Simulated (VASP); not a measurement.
# TaH3 (Pm-3m) in VASP: single point with PBEsol

Aim: the single point of TaH3 with PBEsol.

Everything below comes from runs of VASP 6.6.1. Logs are shortened: lines on timing, memory, paths and dates and some standing lists are left out, and cuts for length are marked.

### Step 1. The cell of the first run

It takes space group Pm-3m (No. 221, cubic). The conventional cell has a = 3.141 Å, b = 3.141 Å, c = 3.141 Å, α = 90.00°, β = 90.00°, γ = 90.00°. Ta (site symmetry m-3m) has 12 H at 2.22 Å within 2.9 Å. Within 2.9 Å of H (site symmetry 4/mmm) lie 4 Ta at 2.22 Å and 8 H at 2.22 Å.

### Step 2. Single point, PBEsol (Hf replaced by Ta, lengths x 0.989, strained)

Input file INCAR:

```
PREC     = Accurate       # precision mode
ENCUT    = 520            # plane-wave cutoff, eV
EDIFF    = 1E-7           # SCF threshold, eV
ISMEAR   = 0              # smearing method
SIGMA    = 0.1            # smearing width, eV
LREAL    = F              # projectors in reciprocal space
LASPH    = T              # aspherical terms in the spheres
NELM     = 80             # most SCF steps
ALGO     = Normal         # electronic algorithm
ISIF     = 2              # what is computed and relaxed
LWAVE    = F              # write WAVECAR
LCHARG   = F              # write CHGCAR
GGA      = PS             # functional
NBANDS   = 15             # bands
```

Input file KPOINTS:

```
Automatic mesh
0
Gamma
  6 6 6
```

Input file POSCAR:

```
TaH3
1.0
    3.1408856674      0.0000000000      0.0000000000
    0.0000000000      3.1408856674      0.0000000000
    0.0000000000      0.0000000000      3.1408856674
Ta H
1 3
Direct
    0.0000000000      0.0000000000      0.0000000000
    0.0000000000      0.5000000000      0.5000000000
    0.5000000000      0.0000000000      0.5000000000
    0.5000000000      0.5000000000      0.0000000000
```

Potentials or basis: VASP PAW PBE potentials, release 64 (Ta_pv, H).

On the command line:

```bash
$ cat potpaw_PBE.64/Ta_pv/POTCAR potpaw_PBE.64/H/POTCAR > POTCAR
$ mpirun -np 1 vasp_std > vasp.out
```

OUTCAR:

```text
PREC = Accurate
   ENCUT = 520
   EDIFF = 1E-7
   ISMEAR = 0
   LREAL = F
   LASPH = T
   NELM = 80
   ISIF = 2
   GGA = PS

 ion  position               nearest neighbor table
   1  0.000  0.000  0.000-   2 2.22   3 2.22   4 2.22   2 2.22   3 2.22   2 2.22   4 2.22   2 2.22
                             3 2.22   4 2.22   3 2.22   4 2.22
   2  0.000  0.500  0.500-   1 2.22   1 2.22   1 2.22   1 2.22
   3  0.500  0.000  0.500-   1 2.22   1 2.22   1 2.22   1 2.22
   4  0.500  0.500  0.000-   1 2.22   1 2.22   1 2.22   1 2.22

  LATTYP: Found a simple cubic cell.
 ALAT       =     3.1408856674

  Lattice vectors:

 A1 = (   3.1408856674,   0.0000000000,   0.0000000000)
 A2 = (   0.0000000000,   3.1408856674,   0.0000000000)
 A3 = (   0.0000000000,   0.0000000000,   3.1408856674)

Analysis of symmetry for initial positions (statically):
=====================================================================
 Subroutine PRICEL returns:
 Original cell was already a primitive cell.

 Routine SETGRP: Setting up the symmetry group for a
 simple cubic supercell.

 Subroutine GETGRP returns: Found 48 space group operations
 (whereof 48 operations were pure point group operations)
 out of a pool of 48 trial point group operations.

The static configuration has the point symmetry O_h .

Analysis of symmetry for dynamics (positions and initial velocities):
=====================================================================
 Subroutine PRICEL returns:
 Original cell was already a primitive cell.

 Routine SETGRP: Setting up the symmetry group for a
 simple cubic supercell.

 Subroutine GETGRP returns: Found 48 space group operations
 (whereof 48 operations were pure point group operations)
 out of a pool of 48 trial point group operations.

The dynamic configuration has the point symmetry O_h .

 Subroutine INISYM returns: Found 48 space group operations
 (whereof 48 operations are pure point group operations),
 and found     1 'primitive' translations

----------------------------------------------------------------------------------------

                                     Primitive cell

  volume of cell :      30.9853

  direct lattice vectors                    reciprocal lattice vectors
     3.140885667  0.000000000  0.000000000     0.318381535  0.000000000  0.000000000
     0.000000000  3.140885667  0.000000000     0.000000000  0.318381535  0.000000000
     0.000000000  0.000000000  3.140885667     0.000000000  0.000000000  0.318381535

  length of vectors
     3.140885667  3.140885667  3.140885667     0.318381535  0.318381535  0.318381535

  position of ions in fractional coordinates (direct lattice)
     0.000000000  0.000000000  0.000000000
     0.000000000  0.500000000  0.500000000
     0.500000000  0.000000000  0.500000000
     0.500000000  0.500000000  0.000000000

  ion indices of the primitive-cell ions
   primitive index   ion index
                 1           1
                 2           2
                 3           3
                 4           4

----------------------------------------------------------------------------------------

 KPOINTS: Automatic mesh

Automatic generation of k-mesh.
 Grid dimensions read from file:
 generate k-points for:    6    6    6

 Generating k-lattice:

  Cartesian coordinates                     Fractional coordinates (reciprocal lattice)
     0.053063589  0.000000000  0.000000000     0.166666667  0.000000000  0.000000000
     0.000000000  0.053063589  0.000000000     0.000000000  0.166666667  0.000000000
     0.000000000  0.000000000  0.053063589     0.000000000  0.000000000  0.166666667

  Length of vectors
     0.053063589  0.053063589  0.053063589

  Shift w.r.t. Gamma in fractional coordinates (k-lattice)
     0.000000000  0.000000000  0.000000000

 Subroutine IBZKPT returns following result:
 ===========================================

 Found     20 irreducible k-points:

 Following reciprocal coordinates:
            Coordinates               Weight
  0.000000  0.000000  0.000000      1.000000
  0.166667  0.000000  0.000000      6.000000
  0.333333  0.000000  0.000000      6.000000
  0.500000  0.000000  0.000000      3.000000
  0.166667  0.166667  0.000000     12.000000
  0.333333  0.166667  0.000000     24.000000
[... 12 lines left out ...]
  0.500000  0.500000  0.333333      6.000000
  0.500000  0.500000  0.500000      1.000000
   k-points           NKPTS =     20   k-points in BZ     NKDIM =     20   number of bands    NBANDS=     15
   number of dos      NEDOS =    301   number of ions     NIONS =      4
   total plane-waves  NPLWV =  13824
   dimension x,y,z NGX =    24 NGY =   24 NGZ =   24
   dimension x,y,z NGXF=    48 NGYF=   48 NGZF=   48
   ions per type =               1   3
   NGX,Y,Z   is equivalent  to a cutoff of  12.70, 12.70, 12.70 a.u.
   NGXF,Y,Z  is equivalent  to a cutoff of  25.41, 25.41, 25.41 a.u.
 SYSTEM =  unknown system
   PREC   = accura    normal or accurate (medium, high low for compatibility)
   ISTART =      0    job   : 0-new  1-cont  2-samecut
   ICHARG =      2    charge: 1-file 2-atom 10-const
   ISPIN  =      1    spin polarized calculation?
   LNONCOLLINEAR =      F non collinear calculations
   LSORBIT =      F    spin-orbit coupling
   LASPH  =      T    aspherical Exc in radial PAW
   ENCUT  =  520.0 eV  38.22 Ry    6.18 a.u.   5.84  5.84  5.84*2*pi/ulx,y,z
   NELM   =     80;   NELMIN=  2; NELMDL= -5     # of ELM steps
   EDIFF  = 0.1E-06   stopping-criterion for ELM
   LREAL  =      F    real-space projection
   EDIFFG = 0.1E-05   stopping-criterion for IOM
   NSW    =      0    number of steps for IOM
   IBRION =     -1    ionic relax: 0-MD 1-quasi-New 2-CG
   NFREE  =      0    steps in history (QN), initial steepest desc. (CG)
   ISIF   =      2    stress and relaxation
   ISYM   =      2    0-nonsym 1-usesym 2-fastsym
   POTIM  = 0.5000    time-step for ionic-motion
   TEBEG  =    0.0;   TEEND  =   0.0 temperature during run
   PSTRESS=    0.0 pullay stress
   NELECT =      14.0000    total number of electrons
   NUPDOWN=      -1.0000    fix difference up-down
   EMIN   =  10.00;   EMAX   =-10.00  energy-range for DOS
   EFERMI =   0.00;   METHOD = LEGACY
   ISMEAR =     0;   SIGMA  =   0.10  broadening in eV -4-tet -1-fermi 0-gaus
   EFERMI_NEDOS =   21; number of points for ismear=-14 and -15
   IALGO  =     38    algorithm
   IMIX   =      4    mixing-type and parameters
     AMIX     =   0.40;   BMIX     =  1.00
     AMIX_MAG =   1.60;   BMIX_MAG =  1.00
  volume/ion in A,a.u.               =       7.75        52.27
  Fermi-wavevector in a.u.,A,eV,Ry     =   1.256219  2.373910 21.471168  1.578086
  Thomas-Fermi vector in A             =   2.389938
   LORBIT       =      0    0 simple, 1 ext, 2 COOP (PROOUT), +10 PAW based schemes
   GGA     = PS    functional components
   LHFCALC =     F    Hartree Fock is set to
   AEXX    =    0.0000 exact exchange contribution
   IVDW    =     0    specifies the selected vdW correction
   LEPSILON=     F    determine dielectric tensor
   LRPA    =     F    only Hartree local field effects (RPA)
 non-spin polarized calculation
 Gauss-broadening in eV      SIGMA  =   0.10
  energy-cutoff  :      520.00
  volume of cell :       30.99
 maximum number of plane-waves:       847
 NGX is ok and might be reduce to    24
   NGX = 11   NGY = 11   NGZ = 11

 number of electron      14.0000000 magnetization

 Free energy of the ion-electron system (eV)
  ---------------------------------------------------
  ext. energy  EPLUGINS =         0.00000000
  ---------------------------------------------------
  free energy    TOTEN  =       -21.82803147 eV

  energy without entropy =      -21.81570794  energy(sigma->0) =      -21.82186970

 E-fermi :   4.5634     XC(G=0): -11.4341

 val. band max:        4.4610976744   @ k =   0.3333   0.1667   0.1667
 cond. band min:       4.5886295212   @ k =   0.3333   0.3333   0.1667
 fundamental gap:      0.1275318469
 Fermi energy:         4.5633892285

 k-point     1 :       0.0000    0.0000    0.0000
  band No.  band energies     occupation
      1     -30.9070      2.00000
      2     -30.9070      2.00000
      3     -30.9070      2.00000
      4      -7.1102      2.00000
      5      -0.3789      2.00000
      6      -0.3789      2.00000
      7       6.8142      0.00000
      8       6.8142      0.00000
      9       6.8142      0.00000
     10       9.6058      0.00000
     11       9.6058      0.00000
     12      11.6692      0.00000
     13      11.6692      0.00000
     14      11.6692      0.00000
     15      14.6920      0.00000

 k-point     2 :       0.1667    0.0000    0.0000
  band No.  band energies     occupation
      1     -30.9972      2.00000
      2     -30.8995      2.00000
      3     -30.8995      2.00000
      4      -6.5960      2.00000
      5      -0.4342      2.00000
      6      -0.0195      2.00000
      7       5.9266      0.00000
      8       5.9266      0.00000
      9       6.8732      0.00000
     10       8.2985      0.00000
     11       8.3031      0.00000
     12      11.6554      0.00000
     13      12.8837      0.00000
     14      12.8837      0.00000
     15      17.0645      0.00000
[... 293 lines left out ...]
      3     -31.0875      2.00000
      4      -2.1984      2.00000
      5      -1.5434      2.00000
      6      -1.5434      2.00000
      7       4.9441      0.00000
      8       7.4835      0.00000
      9       7.4835      0.00000
     10       8.5397      0.00000
     11       8.8641      0.00000
     12      10.4015      0.00000
     13      11.9011      0.00000
     14      12.9155      0.00000
     15      12.9155      0.00000

 k-point    20 :       0.5000    0.5000    0.5000
  band No.  band energies     occupation
      1     -31.1652      2.00000
      2     -31.1652      2.00000
      3     -31.1652      2.00000
      4      -1.9316      2.00000
      5      -1.9316      2.00000
      6      -1.9316      2.00000
      7       7.8381      0.00000
      8       8.5895      0.00000
      9       8.5895      0.00000
     10       8.5895      0.00000
     11       8.5903      0.00000
     12       8.5903      0.00000
     13      11.9177      0.00000
     14      11.9177      0.00000
     15      11.9177      0.00000

------------------------ aborting loop because EDIFF is reached ----------------------------------------

  FORCE on cell =-STRESS in cart. coord.  units (eV):
  Direction    XX          YY          ZZ          XY          YZ          ZX
  --------------------------------------------------------------------------------------
  -------------------------------------------------------------------------------------
  Total       -4.6386788     -4.6386788     -4.6386788     -0.0000000     -0.0000000     -0.0000000
  in kB     -239.8548460   -239.8548460   -239.8548460     -0.0000000     -0.0000000     -0.0000000
  external PRESSURE =    -239.8548460 kB  Pullay stress =       0.0000000 kB

 VOLUME and BASIS-vectors are now :
 -----------------------------------------------------------------------------
  energy-cutoff  :      520.00
  volume of cell :       30.99
      direct lattice vectors                 reciprocal lattice vectors
     3.140885667  0.000000000  0.000000000     0.318381535  0.000000000  0.000000000
     0.000000000  3.140885667  0.000000000     0.000000000  0.318381535  0.000000000
     0.000000000  0.000000000  3.140885667     0.000000000  0.000000000  0.318381535

 POSITION                                       TOTAL-FORCE (eV/Angst)
 -----------------------------------------------------------------------------------
      0.00000      0.00000      0.00000         0.000000      0.000000      0.000000
      0.00000      1.57044      1.57044         0.000000      0.000000      0.000000
      1.57044      0.00000      1.57044         0.000000      0.000000      0.000000
      1.57044      1.57044      0.00000         0.000000      0.000000      0.000000
 -----------------------------------------------------------------------------------
    total drift:                                0.000000      0.000000      0.000000

  FREE ENERGIE OF THE ION-ELECTRON SYSTEM (eV)
  ---------------------------------------------------
  free  energy   TOTEN  =       -21.8280314667 eV

  energy  without entropy=      -21.8157079400  energy(sigma->0) =      -21.82186970
```

Wall time 9.1 s (1 thread of AMD EPYC 7R13 (Zen 3), shared host); peak memory 0.11 GiB.

What came out:

- Free energy: -21.8280 eV
- Pressure: -24.0 GPa
- Band gap on the k mesh: zero (band 7 reaches 7.84 eV, above the bottom of band 8 at 4.27 eV)

Caveat: the cell differs from its parent crystal (Hf replaced by Ta, lengths x 0.989, strained); the PAW data sets were made with another functional, which shifts forces and pressure a little; spin-orbit coupling is left out, which moves the levels of the heavy elements.
